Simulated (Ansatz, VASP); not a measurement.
Ni in VASP and in Ansatz

Contents of INCAR:

```
PREC = Accurate
ENCUT = 520
EDIFF = 1E-6
ISMEAR = 0
SIGMA = 0.1
LREAL = False
LASPH = True
NELM = 150
ALGO = Normal
ISIF = 2
LWAVE = False
LCHARG = False
ISPIN = 2
MAGMOM = 0.75
LORBIT = 11
LMAXMIX = 4
GGA = PE
NBANDS = 15
```

The input KPOINTS:

```
regular mesh
0
Gamma
  20 20 20
```

POSCAR

```
Ni
1.0
    0.0000000000      1.8160262561      1.8160262561
    1.8160262561      0.0000000000      1.8160262561
    1.8160262561      1.8160262561      0.0000000000
Ni
1
Direct
    0.0000000000      0.0000000000      0.0000000000
```

Input for Ansatz:

```yaml
crystal:
  lattice:
    - [0.0, 1.8160262561, 1.8160262561]
    - [1.8160262561, 0.0, 1.8160262561]
    - [1.8160262561, 1.8160262561, 0.0]
  atoms:
    - { symbol: Ni, position: [0.0, 0.0, 0.0], spin: 0.75 }
basis:
  ecutwfc: 420
kpoints:
  mp_grid: { grid: [20, 20, 20] }
hamiltonian:
  xc: pbe
scf:
  occupations: { method: gaussian, width: 0.1 }
output:
  forces: true
  stress: true
  eigenvalues: true
  populations: true
magnetization:
  spin_polarized: true
```

Alike in both runs: task single point; functional PBE; k mesh 20 × 20 × 20; occupations gaussian, width 0.1 eV; collinear spin.

```csv
,VASP,Ansatz
version,VASP 6.6.1,Ansatz 0.2.0
potentials or method,"VASP PAW PBE potentials, release 64 (Ni), cutoff 520 eV","scalar-relativistic, plane waves, PAW"
valence electrons in the cell,10,18
```

```csv
,VASP,Ansatz,Ansatz less VASP
gap on the k mesh at the Fermi level (eV),none,none,-
pressure (GPa),-14.9,-15.0,-0.17
net moment per atom (μB),0.64,0.66,+0.012
size of the moment on the site where the two differ most (μB),0.67,0.70,+0.034
```

Site moments also hang on the region over which each program counts them. A gap of «none» marks a metal or a gap that the smearing closes. VASP's potentials hold 10 valence electrons a cell and Ansatz's 18, so a difference there can come from the potentials and not from the codes.
